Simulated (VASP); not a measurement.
# Ta2NbO2 (P4/mmm) in VASP: a series of runs

Runs on Ta2NbO2. Level: PBE. Tasks: single point.

All numbers are computed with VASP 6.6.1; they aren't measurements. Logs are shortened: lines on timing, memory, paths and dates and some standing lists are left out, and cuts for length are marked.

**1. The cell of the first run**

It takes space group P4/mmm (No. 123, tetragonal). The conventional cell has a = 4.700 Å, b = 4.700 Å, c = 3.194 Å, α = 90.00°, β = 90.00°, γ = 90.00°. Within 2.1 Å of Ta (site symmetry mmm) lie 2 O at 1.60 Å. Within 3.1 Å of Nb (site symmetry 4/mmm) lie 4 Ta at 2.35 Å and 8 O at 2.84 Å. O (site symmetry mmm) has 2 Ta at 1.60 Å within 2.1 Å.

**2. Single point, PBE**

INCAR reads:

```
SYSTEM = Ta2NbO2
PREC = Accurate
ENCUT = 520
EDIFF = 1E-7
ISMEAR = 0
SIGMA = 0.1
LREAL = .FALSE.
LASPH = .TRUE.
NELM = 80
ALGO = Normal
ISIF = 2
LWAVE = .FALSE.
LCHARG = .FALSE.
GGA = PE
NBANDS = 32
```

KPOINTS reads:

```
Automatic mesh
0
G
  4 4 6
  0 0 0
```

POSCAR reads:

```
Ta2NbO2
1.0
    4.7002540600      0.0000000000      0.0000000000
    0.0000000000      4.7002540600      0.0000000000
    0.0000000000      0.0000000000      3.1937455900
Ta Nb O
2 1 2
Direct
    0.0000000000      0.5000000000      0.0000000000
    0.5000000000      0.0000000000      0.0000000000
    0.5000000000      0.5000000000      0.0000000000
    0.0000000000      0.5000000000      0.5000000000
    0.5000000000      0.0000000000      0.5000000000
```

Potentials or basis: VASP PAW PBE potentials, release 64 (Ta_pv, Nb_sv, O).

The run is started by

```
> cat potpaw_PBE.64/Ta_pv/POTCAR potpaw_PBE.64/Nb_sv/POTCAR potpaw_PBE.64/O/POTCAR > POTCAR
> mpirun -np 1 vasp_std > vasp.out
```

OUTCAR:

```text
SYSTEM = Ta2NbO2
   PREC = Accurate
   ENCUT = 520
   EDIFF = 1E-7
   ISMEAR = 0
   LREAL = .FALSE.
   LASPH = .TRUE.
   NELM = 80
   ISIF = 2
   GGA = PE

 ion  position               nearest neighbor table
   1  0.000  0.500  0.000-   4 1.60   4 1.60   3 2.35   3 2.35   2 3.32   2 3.32   2 3.32   2 3.32

   2  0.500  0.000  0.000-   5 1.60   5 1.60   3 2.35   3 2.35   1 3.32   1 3.32   1 3.32   1 3.32

   3  0.500  0.500  0.000-   1 2.35   2 2.35   2 2.35   1 2.35
   4  0.000  0.500  0.500-   1 1.60   1 1.60
   5  0.500  0.000  0.500-   2 1.60   2 1.60

  LATTYP: Found a simple tetragonal cell.
 ALAT       =     4.7002540600
 C/A-ratio  =     0.6794836086

  Lattice vectors:

 A1 = (   4.7002540600,   0.0000000000,   0.0000000000)
 A2 = (   0.0000000000,   4.7002540600,   0.0000000000)
 A3 = (   0.0000000000,   0.0000000000,   3.1937455900)

Analysis of symmetry for initial positions (statically):
=====================================================================
 Subroutine PRICEL returns:
 Original cell was already a primitive cell.

 Routine SETGRP: Setting up the symmetry group for a
 simple tetragonal supercell.

 Subroutine GETGRP returns: Found 16 space group operations
 (whereof 16 operations were pure point group operations)
 out of a pool of 16 trial point group operations.

The static configuration has the point symmetry D_4h.

Analysis of symmetry for dynamics (positions and initial velocities):
=====================================================================
 Subroutine PRICEL returns:
 Original cell was already a primitive cell.

 Routine SETGRP: Setting up the symmetry group for a
 simple tetragonal supercell.

 Subroutine GETGRP returns: Found 16 space group operations
 (whereof 16 operations were pure point group operations)
 out of a pool of 16 trial point group operations.

The dynamic configuration has the point symmetry D_4h.

 Subroutine INISYM returns: Found 16 space group operations
 (whereof 16 operations are pure point group operations),
 and found     1 'primitive' translations

----------------------------------------------------------------------------------------

                                     Primitive cell

  volume of cell :      70.5575

[... 92 lines left out ...]
   NELM   =     80;   NELMIN=  2; NELMDL= -5     # of ELM steps
   EDIFF  = 0.1E-06   stopping-criterion for ELM
   LREAL  =      F    real-space projection
   EDIFFG = 0.1E-05   stopping-criterion for IOM
   NSW    =      0    number of steps for IOM
   IBRION =     -1    ionic relax: 0-MD 1-quasi-New 2-CG
   NFREE  =      0    steps in history (QN), initial steepest desc. (CG)
   ISIF   =      2    stress and relaxation
   ISYM   =      2    0-nonsym 1-usesym 2-fastsym
   POTIM  = 0.5000    time-step for ionic-motion
   TEBEG  =    0.0;   TEEND  =   0.0 temperature during run
   PSTRESS=    0.0 pullay stress
   NELECT =      47.0000    total number of electrons
   NUPDOWN=      -1.0000    fix difference up-down
   EMIN   =  10.00;   EMAX   =-10.00  energy-range for DOS
   EFERMI =   0.00;   METHOD = LEGACY
   ISMEAR =     0;   SIGMA  =   0.10  broadening in eV -4-tet -1-fermi 0-gaus
   EFERMI_NEDOS =   21; number of points for ismear=-14 and -15
   IALGO  =     38    algorithm
   IMIX   =      4    mixing-type and parameters
     AMIX     =   0.40;   BMIX     =  1.00
     AMIX_MAG =   1.60;   BMIX_MAG =  1.00
  volume/ion in A,a.u.               =      14.11        95.23
  Fermi-wavevector in a.u.,A,eV,Ry     =   1.429749  2.701834 27.812786  2.044182
  Thomas-Fermi vector in A             =   2.549669
   LORBIT       =      0    0 simple, 1 ext, 2 COOP (PROOUT), +10 PAW based schemes
   GGA     = PE    functional components
   LHFCALC =     F    Hartree Fock is set to
   AEXX    =    0.0000 exact exchange contribution
   IVDW    =     0    specifies the selected vdW correction
   LEPSILON=     F    determine dielectric tensor
   LRPA    =     F    only Hartree local field effects (RPA)
 non-spin polarized calculation
 Gauss-broadening in eV      SIGMA  =   0.10
  energy-cutoff  :      520.00
  volume of cell :       70.56
 maximum number of plane-waves:      1928
 NGX is ok and might be reduce to    36
   NGX = 17   NGY = 17   NGZ = 11

 number of electron      46.9999996 magnetization

 Free energy of the ion-electron system (eV)
  ---------------------------------------------------
  ext. energy  EPLUGINS =         0.00000000
  ---------------------------------------------------
  free energy    TOTEN  =       -28.69720196 eV

  energy without entropy =      -28.67594643  energy(sigma->0) =      -28.68657419

 E-fermi :   6.9867     XC(G=0): -11.6906

 val. band max:        6.9804794585   @ k =   0.5000   0.5000   0.1667
 cond. band min:       7.0117463123   @ k =   0.2500   0.0000   0.3333
 fundamental gap:      0.0312668539
 Fermi energy:         6.9866692469

 k-point     1 :       0.0000    0.0000    0.0000
  band No.  band energies     occupation
      1     -47.1237      2.00000
      2     -29.0156      2.00000
      3     -28.9683      2.00000
      4     -28.2196      2.00000
      5     -28.2196      2.00000
      6     -26.9996      2.00000
[... 829 lines left out ...]
     31      12.3107      0.00000
     32      12.8964      0.00000

------------------------ aborting loop because EDIFF is reached ----------------------------------------

  FORCE on cell =-STRESS in cart. coord.  units (eV):
  Direction    XX          YY          ZZ          XY          YZ          ZX
  --------------------------------------------------------------------------------------
  -------------------------------------------------------------------------------------
  Total       20.4931486     20.4931486    168.6168493      0.0000000      0.0000000      0.0000000
  in kB      465.3463240    465.3463240   3828.8518999      0.0000000      0.0000000      0.0000000
  external PRESSURE =    1586.5148493 kB  Pullay stress =       0.0000000 kB

 VOLUME and BASIS-vectors are now :
 -----------------------------------------------------------------------------
  energy-cutoff  :      520.00
  volume of cell :       70.56
      direct lattice vectors                 reciprocal lattice vectors
     4.700254060  0.000000000  0.000000000     0.212754457  0.000000000  0.000000000
     0.000000000  4.700254060  0.000000000     0.000000000  0.212754457  0.000000000
     0.000000000  0.000000000  3.193745590     0.000000000  0.000000000  0.313111978

 POSITION                                       TOTAL-FORCE (eV/Angst)
 -----------------------------------------------------------------------------------
      0.00000      2.35013      0.00000         0.000000      0.000000      0.000000
      2.35013      0.00000      0.00000         0.000000      0.000000      0.000000
      2.35013      2.35013      0.00000         0.000000      0.000000      0.000000
      0.00000      2.35013      1.59687         0.000000      0.000000      0.000000
      2.35013      0.00000      1.59687         0.000000      0.000000      0.000000
 -----------------------------------------------------------------------------------
    total drift:                                0.000000      0.000000      0.000000

  FREE ENERGIE OF THE ION-ELECTRON SYSTEM (eV)
  ---------------------------------------------------
  free  energy   TOTEN  =       -28.6972019600 eV

  energy  without entropy=      -28.6759464285  energy(sigma->0) =      -28.68657419
```

Wall time 54 s (1 thread of Intel Xeon Platinum 8175M at 2.50GHz (Skylake/Cascade Lake), shared host); peak memory 0.2 GiB.

Results:

| Item | Value |
| --- | --- |
| Free energy | -28.6972 eV |
| Pressure | 158.7 GPa |

Stress tensor (GPa, compression positive):
```
 46.53   0.00   0.00
  0.00  46.53   0.00
  0.00   0.00 382.89
```

Levels at points of the mesh, in eV from the Fermi level:
| k point | band 19 | band 20 | band 21 | band 22 | band 23 | band 24 | band 25 | band 26 | band 27 | band 28 |
| --- | --- | --- | --- | --- | --- | --- | --- | --- | --- | --- |
| (0.00, 0.00, 0.00) | -4.11 | -2.11 | -2.03 | -2.03 | -1.67 | -0.59 | -0.53 | 1.71 | 1.71 | 3.66 |
| (0.50, 0.00, 0.00) | -1.90 | -1.90 | -1.01 | -0.66 | -0.57 | -0.31 | -0.21 | 0.54 | 0.61 | 1.27 |
| (0.50, 0.50, 0.00) | -0.87 | -0.62 | -0.62 | -0.44 | -0.02 | 0.55 | 1.22 | 1.47 | 1.47 | 1.55 |
| (0.00, 0.00, 0.50) | -4.38 | -4.13 | -3.77 | -1.24 | 0.91 | 0.91 | 1.87 | 3.91 | 5.26 | 5.69 |
| (0.50, 0.00, 0.50) | -3.65 | -2.99 | -0.78 | -0.77 | 0.23 | 0.38 | 0.77 | 2.14 | 2.97 | 3.81 |
| (0.50, 0.50, 0.50) | -1.27 | -1.27 | -1.03 | -1.03 | -0.89 | 1.54 | 1.97 | 2.12 | 2.12 | 4.32 |

Caveat: spin-orbit coupling is left out, which moves the levels of the heavy elements; an odd number of electrons without spin polarisation forces a metal; a magnetic or distorted state may lie lower.

**3. Single point, PBE**

This run uses another cell than the first one, of 20.81 Å³/atom, 1.474 times its volume.

INCAR reads:

```
SYSTEM = Ta2NbO2
PREC = Accurate
ENCUT = 520
EDIFF = 1E-6
ISMEAR = 0
SIGMA = 0.1
LREAL = .False.
LASPH = .True.
NELM = 60
ALGO = Normal
ISIF = 2
LWAVE = .False.
LCHARG = .False.
GGA = PE
NBANDS = 32
```

KPOINTS reads:

```
Automatic mesh
0
Gamma
  4 4 6
  0 0 0
```

Changes to POSCAR since step 2:

```diff
@@ -2,5 +2,5 @@
 1.0
-    4.7002540600      0.0000000000      0.0000000000
-    0.0000000000      4.7002540600      0.0000000000
-    0.0000000000      0.0000000000      3.1937455900
+    5.1621695154      0.0000000000      0.0000000000
+    0.0000000000      5.1621695154      0.0000000000
+    0.0000000000      0.0000000000      3.9037011272
 Ta Nb O
```

Potentials or basis: VASP PAW PBE potentials, release 64 (Ta_pv, Nb_sv, O).

The run is started by

```
> cat potpaw_PBE.64/Ta_pv/POTCAR potpaw_PBE.64/Nb_sv/POTCAR potpaw_PBE.64/O/POTCAR > POTCAR
> mpirun -np 1 vasp_std > vasp.out
```

Run time: 96 s. Hardware: 1 thread of Intel Xeon Platinum 8175M at 2.50GHz (Skylake/Cascade Lake), shared host; peak memory 0.25 GiB.

The run converged. Its results:

```yaml
Free_energy: -44.2940 eV
Pressure: 0.3 GPa
```

Stress tensor (GPa, compression positive):
```
0.08 0.00 0.00
0.00 0.08 0.00
0.00 0.00 0.66
```

Levels at points of the mesh, in eV from the Fermi level:
| k point | band 19 | band 20 | band 21 | band 22 | band 23 | band 24 | band 25 | band 26 | band 27 | band 28 |
| --- | --- | --- | --- | --- | --- | --- | --- | --- | --- | --- |
| (0.00, 0.00, 0.00) | -3.66 | -3.34 | -3.29 | -1.64 | -1.64 | -1.40 | -0.73 | 1.25 | 1.25 | 2.48 |
| (0.50, 0.00, 0.00) | -3.53 | -2.10 | -1.54 | -1.25 | -0.29 | -0.21 | -0.09 | 0.26 | 0.35 | 0.44 |
| (0.50, 0.50, 0.00) | -1.88 | -1.88 | -0.48 | -0.17 | -0.02 | 0.40 | 0.66 | 0.75 | 0.75 | 0.76 |
| (0.00, 0.00, 0.50) | -4.21 | -3.24 | -3.18 | -1.04 | 0.48 | 0.48 | 1.73 | 2.53 | 2.58 | 3.04 |
| (0.50, 0.00, 0.50) | -3.59 | -2.24 | -1.16 | -0.38 | -0.10 | -0.04 | 0.44 | 0.64 | 1.52 | 2.67 |
| (0.50, 0.50, 0.50) | -1.50 | -1.50 | -0.86 | -0.22 | -0.22 | 0.18 | 0.45 | 0.90 | 0.90 | 2.47 |

Caveat: spin-orbit coupling is left out, which moves the levels of the heavy elements; an odd number of electrons without spin polarisation forces a metal; a magnetic or distorted state may lie lower.

**4. Single point, PBE**

This run uses another cell than the first one, of 20.81 Å³/atom, 1.474 times its volume.

INCAR reads:

```
SYSTEM = Ta2NbO2
PREC = Accurate
ENCUT = 600
EDIFF = 1E-6
ISMEAR = 0
SIGMA = 0.1
LREAL = .False.
LASPH = .True.
NELM = 120
ALGO = Normal
ISIF = 2
LWAVE = .False.
LCHARG = .False.
GGA = PE
NBANDS = 34
GGA_COMPAT = .False.
```

KPOINTS is that of step 3.

POSCAR is that of step 3.

Potentials or basis: VASP PAW PBE potentials, release 64 (Ta_sv_GW, Nb_sv, O).

The run is started by

```
> cat potpaw_PBE.64/Ta_sv_GW/POTCAR potpaw_PBE.64/Nb_sv/POTCAR potpaw_PBE.64/O/POTCAR > POTCAR
> mpirun -np 1 vasp_std > vasp.out
```

Run time: 2 min. Hardware: 1 thread of Intel Xeon Platinum 8375C at 2.90GHz (Ice Lake), shared host; peak memory 0.3 GiB.

The run converged. Its results:

* Free energy: -49.3373 eV
* Pressure: -0.1 GPa

Stress tensor (GPa, compression positive):
```
-0.18  0.00  0.00
 0.00 -0.18  0.00
 0.00  0.00  0.05
```

Levels at points of the mesh, in eV from the Fermi level:
```csv
k point,band 23,band 24,band 25,band 26,band 27,band 28
"(0.00, 0.00, 0.00)",-3.29,-1.64,-1.64,-1.40,-0.73,1.25
"(0.50, 0.00, 0.00)",-1.54,-1.25,-0.29,-0.21,-0.08,0.25
"(0.50, 0.50, 0.00)",-0.48,-0.18,-0.02,0.39,0.66,0.75
"(0.00, 0.00, 0.50)",-3.17,-1.04,0.47,0.47,1.72,2.53
"(0.50, 0.00, 0.50)",-1.16,-0.37,-0.10,-0.04,0.44,0.64
"(0.50, 0.50, 0.50)",-0.86,-0.22,-0.22,0.19,0.45,0.90
```

Caveat: spin-orbit coupling is left out, which moves the levels of the heavy elements; an odd number of electrons without spin polarisation forces a metal; a magnetic or distorted state may lie lower.

**5. The runs side by side**

| potentials or basis | cell | cutoff (eV) | second run | gap on the mesh (eV) | pressure (GPa) |
| --- | --- | --- | --- | --- | --- |
| VASP PAW PBE potentials, release 64 (Ta_pv, Nb_sv, O) | a = 4.700, b = 4.700, c = 3.194 Å, 5 atoms | 520 | - | none | 158.7 |
| VASP PAW PBE potentials, release 64 (Ta_pv, Nb_sv, O) | a = 5.162, b = 5.162, c = 3.904 Å, 5 atoms | 520 | - | none | 0.3 |
| VASP PAW PBE potentials, release 64 (Ta_sv_GW, Nb_sv, O) | a = 5.162, b = 5.162, c = 3.904 Å, 5 atoms | 600 | valence_matched | none | -0.1 |

Alike in all rows: task single point; level PBE; no spin polarisation; k mesh 4 × 4 × 6; smearing gaussian 0.1 eV.

Caveats: spin-orbit coupling is left out, which moves the levels of the heavy elements; an odd number of electrons without spin polarisation forces a metal; a magnetic or distorted state may lie lower.

Absolute energies hang on the potentials; compare differences alone.
